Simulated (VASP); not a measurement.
Al15Au8 (a cell with a defect), 23 atoms in the cell. The cell holds a defect, 23 atoms: a = 8.488 Å, b = 8.488 Å, c = 8.488 Å, α = 60.00°, β = 60.00°, γ = 60.00°. 

| Item | Value |
| --- | --- |
| Program | VASP 6.6.1 |
| Task | single point |
| Functional | PBE |
| Potentials or basis | VASP PAW PBE potentials, release 64 (Au, Al) |
| Cutoff | 520 eV |
| k mesh | 2 × 2 × 2 |
| Occupations | fermi-dirac, width 0.05 eV |
| Spin | no spin polarisation |
| Dipole correction | no |
| Further INCAR settings | LREAL = Auto; ALGO = Normal; EDIFF = 1e-06; NBANDS = 84 |

Potentials or basis: VASP PAW PBE potentials, release 64 (Au, Al).

Launch:

```sh
$ cat potpaw_PBE.64/Au/POTCAR potpaw_PBE.64/Al/POTCAR > POTCAR
$ mpirun -np 1 vasp_std > vasp.out
```

Hardware: 1 thread of Oxide Virtual Turin-like Processor, on a shared host.

Q: Estimate the wall time of this run.

A: Wall time 14 min on 1 thread of Oxide Virtual Turin-like Processor, on a shared host, peak memory 0.6 GiB. Counts: scf iterations 14, k points 8.
